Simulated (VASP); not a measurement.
# OsC3 (Pm-3m) in VASP: further runs, part 2 of 2

VASP 6.6.1.

### 4 Relaxation of cell and atoms, PBE

This run uses another cell than the first one, of 8.57 Å³/atom.

INCAR

```
PREC = Accurate
ENCUT = 600
EDIFF = 1E-6
ISMEAR = 0
SIGMA = 0.1
LREAL = F
LASPH = T
NELM = 60
ALGO = Normal
ISIF = 3
LWAVE = F
LCHARG = F
GGA = PE
IBRION = 2
NSW = 100
EDIFFG = -0.01
```

KPOINTS

```
Automatic mesh
0
Gamma
  14 14 14
```

POSCAR

```
OsC3
1.0
    3.2490054527      0.0000000000      0.0000000000
    0.0000000000      3.2490054527      0.0000000000
    0.0000000000      0.0000000000      3.2490054527
Os C
1 3
Direct
    0.0000000000      0.0000000000      0.0000000000
    0.0000000000      0.5000000000      0.5000000000
    0.5000000000      0.0000000000      0.5000000000
    0.5000000000      0.5000000000      0.0000000000
```

Potentials or basis: VASP PAW PBE potentials, release 64 (Os, C).

Command:

```
> cat potpaw_PBE.64/Os/POTCAR potpaw_PBE.64/C/POTCAR > POTCAR
> mpirun -np 1 vasp_std > vasp.out
```

OUTCAR:

```text
PREC = Accurate
   ENCUT = 600
   EDIFF = 1E-6
   ISMEAR = 0
   LREAL = F
   LASPH = T
   NELM = 60
   ISIF = 3
   GGA = PE
   IBRION = 2
   NSW = 100
   EDIFFG = -0.01

 ion  position               nearest neighbor table
   1  0.000  0.000  0.000-   2 2.30   3 2.30   4 2.30   2 2.30   3 2.30   2 2.30   4 2.30   2 2.30
                             3 2.30   4 2.30   3 2.30   4 2.30
   2  0.000  0.500  0.500-   1 2.30   1 2.30   1 2.30   1 2.30
   3  0.500  0.000  0.500-   1 2.30   1 2.30   1 2.30   1 2.30
   4  0.500  0.500  0.000-   1 2.30   1 2.30   1 2.30   1 2.30

  LATTYP: Found a simple cubic cell.
 ALAT       =     3.2490054527

  Lattice vectors:

 A1 = (   3.2490054527,   0.0000000000,   0.0000000000)
 A2 = (   0.0000000000,   3.2490054527,   0.0000000000)
 A3 = (   0.0000000000,   0.0000000000,   3.2490054527)

Analysis of symmetry for initial positions (statically):
=====================================================================
 Subroutine PRICEL returns:
 Original cell was already a primitive cell.

 Routine SETGRP: Setting up the symmetry group for a
 simple cubic supercell.

 Subroutine GETGRP returns: Found 48 space group operations
 (whereof 48 operations were pure point group operations)
 out of a pool of 48 trial point group operations.

The static configuration has the point symmetry O_h .

Analysis of symmetry for dynamics (positions and initial velocities):
=====================================================================
 Subroutine PRICEL returns:
 Original cell was already a primitive cell.

 Routine SETGRP: Setting up the symmetry group for a
 simple cubic supercell.

 Subroutine GETGRP returns: Found 48 space group operations
 (whereof 48 operations were pure point group operations)
 out of a pool of 48 trial point group operations.

The dynamic configuration has the point symmetry O_h .

 Subroutine INISYM returns: Found 48 space group operations
 (whereof 48 operations are pure point group operations),
 and found     1 'primitive' translations

[... 139 lines left out ...]

 number of electron      20.0000000 magnetization

 Free energy of the ion-electron system (eV)
  ---------------------------------------------------
  ext. energy  EPLUGINS =         0.00000000
  ---------------------------------------------------
  free energy    TOTEN  =       -26.36952683 eV

  energy without entropy =      -26.35787629  energy(sigma->0) =      -26.36370156

------------------------ aborting loop because EDIFF is reached ----------------------------------------

  FORCE on cell =-STRESS in cart. coord.  units (eV):
  Direction    XX          YY          ZZ          XY          YZ          ZX
  --------------------------------------------------------------------------------------
  -------------------------------------------------------------------------------------
  Total        0.3933034      0.3933034      0.3933034     -0.0000000      0.0000000     -0.0000000
  in kB       18.3732909     18.3732909     18.3732909     -0.0000000      0.0000000     -0.0000000
  external PRESSURE =      18.3732909 kB  Pullay stress =       0.0000000 kB
[... 63 lines left out ...]
--------------------------------------- Ionic step        3  -------------------------------------------

 number of electron      20.0000000 magnetization

 Free energy of the ion-electron system (eV)
  ---------------------------------------------------
  ext. energy  EPLUGINS =         0.00000000
  ---------------------------------------------------
  free energy    TOTEN  =       -26.37087925 eV

  energy without entropy =      -26.35929388  energy(sigma->0) =      -26.36508657

 E-fermi :   8.9768     XC(G=0): -13.3581

 val. band max:        8.9701364129   @ k =   0.4286   0.1429   0.0000
 cond. band min:       8.9779276853   @ k =   0.2857   0.2857   0.1429
 fundamental gap:      0.0077912723
 Fermi energy:         8.9767690690

 k-point     1 :       0.0000    0.0000    0.0000
  band No.  band energies     occupation
      1      -8.3177      2.00000
      2      -0.1026      2.00000
      3      -0.1026      2.00000
      4       3.5522      2.00000
      5       3.5522      2.00000
      6       3.5522      2.00000
      7       6.8603      2.00000
      8       6.8603      2.00000
      9       6.8603      2.00000
     10       9.1634      0.00830
     11       9.1634      0.00830
     12       9.4554      0.00000
     13       9.4554      0.00000
     14       9.4554      0.00000
[... 377 lines left out ...]
      1      -6.1157      2.00000
      2      -2.9348      2.00000
      3      -0.6630      2.00000
      4       2.2373      2.00000
      5       2.6768      2.00000
      6       4.5063      2.00000
      7       4.6935      2.00000
      8       6.6167      2.00000
      9       7.1200      2.00000
     10       8.8868      1.79683
     11       9.5049      0.00000
     12      10.4476      0.00000
     13      11.0500      0.00000
     14      12.5403      0.00000

 [... further k-points ...]
[... 5 lines left out ...]
  --------------------------------------------------------------------------------------
  -------------------------------------------------------------------------------------
  Total        0.0025042      0.0025042      0.0025042      0.0000000      0.0000000     -0.0000000
  in kB        0.1161722      0.1161722      0.1161722      0.0000000      0.0000000     -0.0000000
  external PRESSURE =       0.1161722 kB  Pullay stress =       0.0000000 kB
[... 19 lines left out ...]
  FREE ENERGIE OF THE ION-ELECTRON SYSTEM (eV)
  ---------------------------------------------------
  free  energy   TOTEN  =       -26.3708792529 eV

  energy  without entropy=      -26.3592938813  energy(sigma->0) =      -26.36508657

 reached required accuracy - stopping structural energy minimisation
```

CONTCAR:

```text
OsC3
   1.00000000000000
     3.2565437252485867   -0.0000000000000000   -0.0000000000000000
    -0.0000000000000000    3.2565437252485867   -0.0000000000000000
     0.0000000000000000    0.0000000000000000    3.2565437252485867
  Os              C
     1     3
Direct
     0.0000000000000000    0.0000000000000000    0.0000000000000000
     0.0000000000000000    0.5000000000000000    0.5000000000000000
     0.5000000000000000    0.0000000000000000    0.5000000000000000
     0.5000000000000000    0.5000000000000000    0.0000000000000000

  0.00000000E+00  0.00000000E+00  0.00000000E+00
  0.00000000E+00  0.00000000E+00  0.00000000E+00
  0.00000000E+00  0.00000000E+00  0.00000000E+00
  0.00000000E+00  0.00000000E+00  0.00000000E+00
```

Wall time 2 min (1 thread of Intel Xeon Platinum 8375C at 2.90GHz (Ice Lake), shared host); peak memory 0.22 GiB.

Results:

| Property | Result |
| --- | --- |
| Free energy | -26.3709 eV |
| Relaxed volume | 8.63 Å³/atom |
| Relaxed cell | a = 3.257 Å, b = 3.257 Å, c = 3.257 Å, α = 90.00°, β = 90.00°, γ = 90.00° |
| Space group after relaxing (to 0.1 Å) | Pm-3m (No. 221) |
| Energy gained by relaxing | 0.3 meV/atom |
| Ionic steps | 3 |
| Pressure after relaxing | 0.0 GPa |
| Band gap on the k mesh | zero (bands 10 and 11 overlap by 2.41 eV) |

The path:
```
step  energy change (eV)  largest force (eV/Å)  pressure (GPa)  volume (Å³)
   1              0.0000                0.0000            1.84        34.30
   2              0.0001                0.0000           -1.84        34.79
   3             -0.0014                0.0000            0.01        34.54
```

Final structure:
```
CELL_PARAMETERS angstrom
3.25654 0.00000 0.00000
0.00000 3.25654 0.00000
0.00000 0.00000 3.25654
ATOMIC_POSITIONS crystal
Os 0.00000 0.00000 0.00000
C 0.00000 0.50000 0.50000
C 0.50000 0.00000 0.50000
C 0.50000 0.50000 0.00000
```

Caveat: spin-orbit coupling is left out, which moves the levels of the heavy elements.

### 5 Summary

```csv
task,cell,k mesh,cutoff (eV),gap on the mesh (eV),pressure (GPa),relaxed volume (Å³/atom)
relaxation of cell and atoms,"relaxed from a = 3.277 Å, 4 atoms",6 × 6 × 6,600,none,0.0,8.63
single point,"a = 3.248 Å, 4 atoms",14 × 14 × 14,520,none,2.1,-
relaxation of cell and atoms,"relaxed from a = 3.249 Å, 4 atoms",14 × 14 × 14,600,none,0.0,8.63
```

Alike in all rows: level PBE; potentials or basis VASP PAW PBE potentials, release 64 (Os, C); no spin polarisation; smearing gaussian 0.1 eV.

Caveats: spin-orbit coupling is left out, which moves the levels of the heavy elements.

Total energies depend on the potentials used, so only differences within one code and one set of settings carry meaning.

The gap in the log of VASP goes by the Fermi energy; the results here count the filled bands.